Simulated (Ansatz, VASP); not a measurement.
**PbSe: VASP beside Ansatz**

The input INCAR:

```
SYSTEM = PbSe
PREC = Accurate
ENCUT = 520
EDIFF = 1E-7
ISMEAR = 0
SIGMA = 0.03
LREAL = .FALSE.
LASPH = .TRUE.
NELM = 80
ALGO = Normal
ISIF = 2
LWAVE = .FALSE.
LCHARG = .FALSE.
GGA = PE
IVDW = 12
NBANDS = 17
```

File KPOINTS:

```
Automatic mesh
0
G
  10 10 10
  0 0 0
```

File POSCAR:

```
PbSe
1.0
    0.0000000000      3.1153934320      3.1153934320
    3.1153934320      0.0000000000      3.1153934320
    3.1153934320      3.1153934320      0.0000000000
Pb Se
1 1
Direct
    0.0000000000      0.0000000000      0.0000000000
    0.5000000000      0.5000000000      0.5000000000
```

Input for Ansatz:

```yaml
crystal:
  lattice:
    - [0.0, 3.115393432, 3.115393432]
    - [3.115393432, 0.0, 3.115393432]
    - [3.115393432, 3.115393432, 0.0]
  atoms:
    - { symbol: Pb, position: [0.0, 0.0, 0.0] }
    - { symbol: Se, position: [0.5, 0.5, 0.5] }
basis:
  ecutwfc: 420
kpoints:
  mp_grid: { grid: [10, 10, 10] }
hamiltonian:
  xc: pbe
  dispersion: d3bj
scf:
  occupations: { method: gaussian, width: 0.03 }
output:
  forces: true
  stress: true
  eigenvalues: true
```

Alike in both runs: task single point; functional PBE; dispersion D3(BJ); k mesh 10 × 10 × 10; occupations gaussian, width 0.03 eV; no spin polarisation.

```csv
,VASP,Ansatz
version,VASP 6.6.1,Ansatz 0.2.0
potentials or method,"VASP PAW PBE potentials, release 64 (Pb_d, Se), cutoff 520 eV","scalar-relativistic, plane waves, PAW"
valence electrons in the cell,20,30
```

```tsv
	VASP	Ansatz	Ansatz less VASP
gap on the k mesh at the Fermi level (eV)	0.46	0.45	-0.005
least direct gap on the mesh (eV)	0.46	0.45	-0.005
pressure (GPa)	-2.1	-2.1	+0.02
```

VASP's potentials hold 20 valence electrons a cell and Ansatz's 30, so a difference there can come from the potentials and not from the codes.

Neither program's run includes spin-orbit coupling.
